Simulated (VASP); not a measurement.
# ZrB (I4/mmm) in VASP: notebook

The runs below take ZrB through single point, with PBE.

Everything below comes from runs of VASP 6.6.1. Logs are shortened: lines on timing, memory, paths and dates and some standing lists are left out, and cuts for length are marked.

**1. The cell of the first run**

The structure is tetragonal, space group I4/mmm (No. 139). The conventional cell has a = 3.370 Å, b = 3.370 Å, c = 5.221 Å, α = 90.00°, β = 90.00°, γ = 90.00°. Zr (site symmetry 4/mmm) has 6 B at 2.38 to 2.61 Å within 3.1 Å. Within 3.1 Å of B (site symmetry 4/mmm) lie 6 Zr at 2.38 to 2.61 Å.

**2. Single point, PBE**

Input file INCAR:

```
PREC = Accurate
ENCUT = 520
EDIFF = 1E-6
ISMEAR = 1
SIGMA = 0.1
LREAL = False
LASPH = True
NELM = 80
ALGO = Normal
ISIF = 2
LWAVE = False
LCHARG = False
GGA = PE
NBANDS = 14
```

Input file KPOINTS:

```
regular mesh
0
Gamma
  12 12 12
```

Input file POSCAR:

```
ZrB
1.0
    0.0000000000      2.3826313700      2.6106079286
    2.3826313700      0.0000000000      2.6106079286
    2.3826313700      2.3826313700      0.0000000000
Zr B
1 1
Direct
    0.5000000000      0.5000000000      0.5000000000
    0.0000000000      0.0000000000      0.0000000000
```

Potentials or basis: VASP PAW PBE potentials, release 64 (Zr_sv, B).

Launch:

```console
> cat potpaw_PBE.64/Zr_sv/POTCAR potpaw_PBE.64/B/POTCAR > POTCAR
> mpirun -np 1 vasp_std > vasp.out
```

OUTCAR:

```text
PREC = Accurate
   ENCUT = 520
   EDIFF = 1E-6
   ISMEAR = 1
   LREAL = False
   LASPH = True
   NELM = 80
   ISIF = 2
   GGA = PE

 ion  position               nearest neighbor table
   1  0.500  0.500  0.500-   2 2.38   2 2.38   2 2.38   2 2.38   2 2.61   2 2.61
   2  0.000  0.000  0.000-   1 2.38   1 2.38   1 2.38   1 2.38   1 2.61   1 2.61

  LATTYP: Found a body centered tetragonal cell.
 ALAT       =     3.3695495976
 C/A-ratio  =     1.5495293083

  Lattice vectors:

 A1 = (  -2.3826313700,   0.0000000000,   2.6106079286)
 A2 = (   2.3826313700,   0.0000000000,   2.6106079286)
 A3 = (   0.0000000000,   2.3826313700,  -2.6106079286)

Analysis of symmetry for initial positions (statically):
=====================================================================
 Subroutine PRICEL returns:
 Original cell was already a primitive cell.

 Routine SETGRP: Setting up the symmetry group for a
 body centered tetragonal supercell.

 Subroutine GETGRP returns: Found 16 space group operations
 (whereof 16 operations were pure point group operations)
 out of a pool of 16 trial point group operations.

The static configuration has the point symmetry D_4h.

Analysis of symmetry for dynamics (positions and initial velocities):
=====================================================================
 Subroutine PRICEL returns:
 Original cell was already a primitive cell.

 Routine SETGRP: Setting up the symmetry group for a
 body centered tetragonal supercell.

 Subroutine GETGRP returns: Found 16 space group operations
 (whereof 16 operations were pure point group operations)
 out of a pool of 16 trial point group operations.

The dynamic configuration has the point symmetry D_4h.

 Subroutine INISYM returns: Found 16 space group operations
 (whereof 16 operations are pure point group operations),
 and found     1 'primitive' translations

----------------------------------------------------------------------------------------

                                     Primitive cell

  volume of cell :      29.6405

  direct lattice vectors                    reciprocal lattice vectors
     0.000000000  2.382631370  2.610607929    -0.209852018  0.209852018  0.191526270
     2.382631370  0.000000000  2.610607929     0.209852018 -0.209852018  0.191526270
     2.382631370  2.382631370  0.000000000     0.209852018  0.209852018 -0.191526270

  length of vectors
     3.534431496  3.534431496  3.369549598     0.353211057  0.353211057  0.353211057

  position of ions in fractional coordinates (direct lattice)
     0.500000000  0.500000000  0.500000000
     0.000000000  0.000000000  0.000000000

  ion indices of the primitive-cell ions
   primitive index   ion index
                 1           1
                 2           2

----------------------------------------------------------------------------------------

 KPOINTS: regular mesh

Automatic generation of k-mesh.
 Grid dimensions read from file:
 generate k-points for:   12   12   12

 Generating k-lattice:

  Cartesian coordinates                     Fractional coordinates (reciprocal lattice)
    -0.017487668  0.017487668  0.015960523     0.083333333  0.000000000  0.000000000
     0.017487668 -0.017487668  0.015960523     0.000000000  0.083333333  0.000000000
     0.017487668  0.017487668 -0.015960523     0.000000000  0.000000000  0.083333333

  Length of vectors
     0.029434255  0.029434255  0.029434255

  Shift w.r.t. Gamma in fractional coordinates (k-lattice)
     0.000000000  0.000000000  0.000000000

 Subroutine IBZKPT returns following result:
 ===========================================

 Found    163 irreducible k-points:

 Following reciprocal coordinates:
            Coordinates               Weight
  0.000000  0.000000  0.000000      1.000000
  0.083333 -0.000000  0.000000      8.000000
  0.166667  0.000000  0.000000      8.000000
  0.250000 -0.000000  0.000000      8.000000
  0.333333 -0.000000  0.000000      8.000000
  0.416667 -0.000000  0.000000      8.000000
[... 16 lines left out ...]
  0.500000  0.166667  0.000000      8.000000
 -0.416667  0.166667  0.000000      8.000000
 [... further k-points ...]
   k-points           NKPTS =    163   k-points in BZ     NKDIM =    163   number of bands    NBANDS=     14
   number of dos      NEDOS =    301   number of ions     NIONS =      2
   total plane-waves  NPLWV =  21952
   dimension x,y,z NGX =    28 NGY =   28 NGZ =   28
   dimension x,y,z NGXF=    56 NGYF=   56 NGZF=   56
   ions per type =               1   1
   NGX,Y,Z   is equivalent  to a cutoff of  13.17, 13.17, 13.81 a.u.
   NGXF,Y,Z  is equivalent  to a cutoff of  26.34, 26.34, 27.63 a.u.
 SYSTEM =  unknown system
   PREC   = accura    normal or accurate (medium, high low for compatibility)
   ISTART =      0    job   : 0-new  1-cont  2-samecut
   ICHARG =      2    charge: 1-file 2-atom 10-const
   ISPIN  =      1    spin polarized calculation?
   LNONCOLLINEAR =      F non collinear calculations
   LSORBIT =      F    spin-orbit coupling
   LASPH  =      T    aspherical Exc in radial PAW
   ENCUT  =  520.0 eV  38.22 Ry    6.18 a.u.   6.57  6.57  6.27*2*pi/ulx,y,z
   NELM   =     80;   NELMIN=  2; NELMDL= -5     # of ELM steps
   EDIFF  = 0.1E-05   stopping-criterion for ELM
   LREAL  =      F    real-space projection
   EDIFFG = 0.1E-04   stopping-criterion for IOM
   NSW    =      0    number of steps for IOM
   IBRION =     -1    ionic relax: 0-MD 1-quasi-New 2-CG
   NFREE  =      0    steps in history (QN), initial steepest desc. (CG)
   ISIF   =      2    stress and relaxation
   ISYM   =      2    0-nonsym 1-usesym 2-fastsym
   POTIM  = 0.5000    time-step for ionic-motion
   TEBEG  =    0.0;   TEEND  =   0.0 temperature during run
   PSTRESS=    0.0 pullay stress
   NELECT =      15.0000    total number of electrons
   NUPDOWN=      -1.0000    fix difference up-down
   EMIN   =  10.00;   EMAX   =-10.00  energy-range for DOS
   EFERMI =   0.00;   METHOD = LEGACY
   ISMEAR =     1;   SIGMA  =   0.10  broadening in eV -4-tet -1-fermi 0-gaus
   EFERMI_NEDOS =   21; number of points for ismear=-14 and -15
   IALGO  =     38    algorithm
   IMIX   =      4    mixing-type and parameters
     AMIX     =   0.40;   BMIX     =  1.00
     AMIX_MAG =   1.60;   BMIX_MAG =  1.00
  volume/ion in A,a.u.               =      14.82       100.01
  Fermi-wavevector in a.u.,A,eV,Ry     =   1.304598  2.465333 23.156798  1.701977
  Thomas-Fermi vector in A             =   2.435523
   LORBIT       =      0    0 simple, 1 ext, 2 COOP (PROOUT), +10 PAW based schemes
   GGA     = PE    functional components
   LHFCALC =     F    Hartree Fock is set to
   AEXX    =    0.0000 exact exchange contribution
   IVDW    =     0    specifies the selected vdW correction
   LEPSILON=     F    determine dielectric tensor
   LRPA    =     F    only Hartree local field effects (RPA)
 non-spin polarized calculation
 Methfessel and Paxton  Order N= 1 SIGMA  =   0.10
  energy-cutoff  :      520.00
  volume of cell :       29.64
 maximum number of plane-waves:       819
 NGX is ok and might be reduce to    28

 number of electron      15.0000000 magnetization

 Free energy of the ion-electron system (eV)
  ---------------------------------------------------
  ext. energy  EPLUGINS =         0.00000000
  ---------------------------------------------------
  free energy    TOTEN  =       -15.86243319 eV

  energy without entropy =      -15.86268938  energy(sigma->0) =      -15.86251859

 E-fermi :   7.3951     XC(G=0): -11.4375

 val. band max:        7.3655956215   @ k =   0.2500   0.0833   0.0000
 cond. band min:       7.4008155988   @ k =  -0.1667   0.2500   0.1667
 fundamental gap:      0.0352199773
 Fermi energy:         7.3951006949

 k-point     1 :       0.0000    0.0000    0.0000
  band No.  band energies     occupation
      1     -40.0943      2.00000
      2     -17.9672      2.00000
      3     -17.9078      2.00000
      4     -17.9078      2.00000
      5      -0.6215      2.00000
      6       8.5847     -0.00000
      7       9.4606      0.00000
      8       9.4606      0.00000
      9       9.9022      0.00000
     10      10.5558      0.00000
     11      10.9272      0.00000
     12      10.9598      0.00000
     13      10.9598      0.00000
     14      18.1370      0.00000

 k-point     2 :       0.0833   -0.0000    0.0000
  band No.  band energies     occupation
      1     -40.0904      2.00000
      2     -17.9838      2.00000
      3     -17.9353      2.00000
      4     -17.9089      2.00000
      5      -0.4666      2.00000
      6       8.4037     -0.00000
      7       8.8089     -0.00000
      8       9.3256     -0.00000
      9       9.5592      0.00000
     10       9.8790      0.00000
     11      11.0679      0.00000
     12      11.6523      0.00000
     13      12.4420      0.00000
     14      18.5009      0.00000

 k-point     3 :       0.1667    0.0000    0.0000
  band No.  band energies     occupation
      1     -40.0799      2.00000
      2     -18.0678      2.00000
      3     -17.9705      2.00000
      4     -17.9120      2.00000
      5      -0.0215      2.00000
      6       7.6029     -0.01234
      7       7.8782     -0.00000
      8       8.3662     -0.00000
      9       9.7948      0.00000
     10      10.0594      0.00000
     11      11.3609      0.00000
     12      13.0685      0.00000
     13      14.0912      0.00000
     14      19.1527      0.00000

 k-point     4 :       0.2500   -0.0000    0.0000
  band No.  band energies     occupation
      1     -40.0655      2.00000
      2     -18.2015      2.00000
      3     -17.9961      2.00000
      4     -17.9161      2.00000
      5       0.6609      2.00000
      6       6.5262      2.00000
      7       7.1351      2.00146
      8       7.4827     -0.01421
      9      10.4343      0.00000
     10      10.5774      0.00000
     11      11.6797      0.00000
     12      14.5525      0.00000
     13      15.8062      0.00000
     14      18.7583      0.00000

 k-point     5 :       0.3333   -0.0000    0.0000
  band No.  band energies     occupation
      1     -40.0510      2.00000
      2     -18.3342      2.00000
      3     -18.0191      2.00000
      4     -17.9202      2.00000
      5       1.5072      2.00000
      6       5.4689      2.00000
      7       6.5562      2.00000
      8       6.8331      2.00000
      9      11.2030      0.00000
     10      11.2652      0.00000
     11      12.1734      0.00000
[... 276 lines left out ...]
 k-point    22 :       0.4167    0.1667    0.0000
  band No.  band energies     occupation
      1     -40.0449      2.00000
      2     -18.3261      2.00000
      3     -18.0684      2.00000
      4     -17.9629      2.00000
      5       1.6763      2.00000
      6       5.1649      2.00000
      7       6.4953      2.00000
      8       7.3607      1.54580
      9      10.5560      0.00000
     10      12.0325      0.00000
     11      12.7983      0.00000
     12      15.7974      0.00000
     13      16.5114      0.00000
     14      18.2005      0.00000

 k-point    23 :       0.5000    0.1667    0.0000
  band No.  band energies     occupation
      1     -40.0359      2.00000
      2     -18.3910      2.00000
      3     -18.1060      2.00000
      4     -17.9545      2.00000
      5       2.4261      2.00000
      6       4.5640      2.00000
      7       6.1671      2.00000
      8       6.8292      2.00000
      9      11.3937      0.00000
     10      12.2015      0.00000
     11      13.1608      0.00000
     12      15.7022      0.00000
     13      17.2161      0.00000
     14      17.7788      0.00000

 k-point    24 :      -0.4167    0.1667    0.0000
  band No.  band energies     occupation
      1     -40.0328      2.00000
      2     -18.4157      2.00000
      3     -18.1231      2.00000
      4     -17.9405      2.00000
      5       2.9454      2.00000
      6       4.1296      2.00000
      7       6.0430      2.00000
      8       6.5235      2.00000
      9      11.9501      0.00000
     10      12.2139      0.00000
     11      13.1937      0.00000
     12      15.3679      0.00000
     13      17.0082      0.00000
     14      18.5771      0.00000

 [... further k-points ...]
[... 5 lines left out ...]
  --------------------------------------------------------------------------------------
  -------------------------------------------------------------------------------------
  Total        1.8155549      1.8155549     -2.8237973      0.0000000      0.0000000      0.0000000
  in kB       98.1374138     98.1374138   -152.6366207      0.0000000      0.0000000      0.0000000
  external PRESSURE =      14.5460690 kB  Pullay stress =       0.0000000 kB

 VOLUME and BASIS-vectors are now :
 -----------------------------------------------------------------------------
  energy-cutoff  :      520.00
  volume of cell :       29.64
      direct lattice vectors                 reciprocal lattice vectors
     0.000000000  2.382631370  2.610607929    -0.209852018  0.209852018  0.191526270
     2.382631370  0.000000000  2.610607929     0.209852018 -0.209852018  0.191526270
     2.382631370  2.382631370  0.000000000     0.209852018  0.209852018 -0.191526270

 POSITION                                       TOTAL-FORCE (eV/Angst)
 -----------------------------------------------------------------------------------
      2.38263      2.38263      2.61061         0.000000     -0.000000      0.000000
      0.00000      0.00000      0.00000         0.000000      0.000000      0.000000
 -----------------------------------------------------------------------------------
    total drift:                                0.000000      0.000000      0.000000

  FREE ENERGIE OF THE ION-ELECTRON SYSTEM (eV)
  ---------------------------------------------------
  free  energy   TOTEN  =       -15.8624331902 eV

  energy  without entropy=      -15.8626893828  energy(sigma->0) =      -15.86251859
```

Run time: 1.7 min. Hardware: 1 thread of Intel Xeon 8259CL, shared host; peak memory 0.21 GiB.

What came out:

| Item | Value |
| --- | --- |
| Free energy | -15.8624 eV |
| Pressure | 1.5 GPa |
| Band gap on the k mesh | zero (an odd number of electrons rules out a gap without spin polarisation) |

Levels at points of the mesh, in eV from the Fermi level:
| k point | band 6 | band 7 | band 8 | band 9 | band 10 | band 11 |
| --- | --- | --- | --- | --- | --- | --- |
| (0.00, 0.00, 0.00) | 1.19 | 2.07 | 2.07 | 2.51 | 3.16 | 3.53 |
| (0.50, 0.00, 0.00) | -3.78 | -1.32 | -1.09 | 4.59 | 5.05 | 6.16 |
| (0.50, 0.50, 0.00) | -1.34 | -0.71 | 2.44 | 2.44 | 4.49 | 5.63 |
| (0.50, 0.00, 0.50) | -0.75 | -0.46 | 1.79 | 1.99 | 4.43 | 5.20 |

**3. Single point, PBE**

This run uses another cell than the first one, of the same volume but with other edges.

Input file INCAR:

```
PREC     = Accurate       # precision mode
ENCUT    = 520            # plane-wave cutoff, eV
EDIFF    = 1E-6           # SCF threshold, eV
ISMEAR   = 1              # smearing method
SIGMA    = 0.1            # smearing width, eV
LREAL    = False          # projectors in reciprocal space
LASPH    = True           # aspherical terms in the spheres
NELM     = 100            # most SCF steps
ALGO     = Normal         # electronic algorithm
ISIF     = 2              # what is computed and relaxed
LWAVE    = False          # write WAVECAR
LCHARG   = False          # write CHGCAR
GGA      = PE             # functional
NBANDS   = 14             # bands
```

Input file KPOINTS:

```
Automatic mesh
0
Gamma
  12 12 12
```

Input file POSCAR:

```
ZrB
1.0
    0.0000000000      2.4931658150      2.3842568371
    2.4931658150      0.0000000000      2.3842568371
    2.4931658150      2.4931658150      0.0000000000
Zr B
1 1
Direct
    0.5000000000      0.5000000000      0.5000000000
    0.0000000000      0.0000000000      0.0000000000
```

Potentials or basis: VASP PAW PBE potentials, release 64 (Zr_sv, B).

Launch:

```console
> cat potpaw_PBE.64/Zr_sv/POTCAR potpaw_PBE.64/B/POTCAR > POTCAR
> mpirun -np 1 vasp_std > vasp.out
```

Wall time 1.7 min (1 thread of Intel Xeon 8259CL, shared host); peak memory 0.21 GiB.

It converged, with:

```
Free energy            : -15.9707 eV
Pressure               : -0.2 GPa
Band gap on the k mesh : zero (an odd number of electrons rules out a gap without spin polarisation)
```

Stress tensor (GPa, compression positive):
```
-4.68  0.00  0.00
 0.00 -4.68  0.00
 0.00  0.00  8.69
```

Levels at points of the mesh, in eV from the Fermi level:
```csv
k point,band 5,band 6,band 7,band 8,band 9,band 10,band 11,band 12
"(0.00, 0.00, 0.00)",-8.01,1.62,1.62,2.04,2.93,3.27,3.36,3.36
"(0.50, 0.00, 0.00)",-4.17,-3.77,-1.20,-1.10,4.66,4.95,6.09,7.46
"(0.50, 0.50, 0.00)",-6.04,-0.77,-0.46,1.86,1.86,4.59,5.69,5.69
"(0.50, 0.00, 0.50)",-6.10,-0.93,-0.72,2.08,2.22,4.48,5.52,5.86
```

**4. Single point, PBE**

This run uses another cell than the first one, of the same volume but with other edges.

Input file INCAR:

```
SYSTEM = ZrB
  PREC = Accurate
  ENCUT = 520
  EDIFF = 1E-6
  ISMEAR = 1
  SIGMA = 0.1
  LREAL = .False.
  LASPH = .True.
  NELM = 80
  ALGO = Normal
  ISIF = 2
  LWAVE = .False.
  LCHARG = .False.
  GGA = PE
  NBANDS = 14
```

Input file KPOINTS:

```
Automatic mesh
0
Gamma
  12 12 12
  0 0 0
```

Input file POSCAR:

```
ZrB
1.0
    0.0000000000      2.5300106300      2.3153181261
    2.5300106300      0.0000000000      2.3153181261
    2.5300106300      2.5300106300      0.0000000000
Zr B
1 1
Direct
    0.5000000000      0.5000000000      0.5000000000
    0.0000000000      0.0000000000      0.0000000000
```

Launch:

```console
> cat potpaw_PBE.64/Zr_sv/POTCAR potpaw_PBE.64/B/POTCAR > POTCAR
> mpirun -np 1 vasp_std > vasp.out
```

It took 1.7 min on 1 thread of Intel Xeon 8259CL, shared host; peak memory 0.21 GiB.

The run converged. Its results:

```yaml
Free_energy: -15.8599 eV
Pressure: 1.2 GPa
Band_gap_on_the_k_mesh: zero (an odd number of electrons rules out a gap without spin polarisation)
```

Stress tensor (GPa, compression positive):
```
-8.00  0.00  0.00
 0.00 -8.00  0.00
 0.00  0.00 19.70
```

Levels at points of the mesh, in eV from the Fermi level:
| k point | band 4 | band 5 | band 6 | band 7 | band 8 | band 9 | band 10 | band 11 | band 12 | band 13 |
| --- | --- | --- | --- | --- | --- | --- | --- | --- | --- | --- |
| (0.00, 0.00, 0.00) | -25.36 | -8.04 | 1.47 | 1.47 | 2.29 | 2.69 | 3.23 | 3.25 | 3.25 | 3.73 |
| (0.50, 0.00, 0.00) | -25.38 | -4.16 | -3.81 | -1.32 | -1.15 | 4.49 | 5.08 | 6.15 | 7.38 | 10.47 |
| (0.50, 0.50, 0.00) | -25.59 | -6.06 | -0.85 | -0.14 | 1.64 | 1.64 | 4.61 | 5.61 | 5.61 | 9.23 |
| (0.50, 0.00, 0.50) | -25.47 | -6.17 | -1.10 | -0.72 | 2.09 | 2.41 | 4.30 | 5.31 | 5.91 | 8.18 |

**5. Summary**

| cell | gap on the mesh (eV) | pressure (GPa) |
| --- | --- | --- |
| a = 3.534, b = 3.534, c = 3.370 Å, angles 61.5, 61.5, 56.9°, 2 atoms | none | 1.5 |
| a = 3.450, b = 3.450, c = 3.526 Å, angles 59.3, 59.3, 61.5°, 2 atoms | none | -0.2 |
| a = 3.430, b = 3.430, c = 3.578 Å, angles 58.6, 58.6, 62.9°, 2 atoms | none | 1.2 |

Alike in all rows: task single point; level PBE; potentials or basis VASP PAW PBE potentials, release 64 (Zr_sv, B); no spin polarisation; k mesh 12 × 12 × 12; cutoff (eV) 520; smearing methfessel-paxton 0.1 eV.

Total energies depend on the potentials used, so only differences within one code and one set of settings carry meaning.
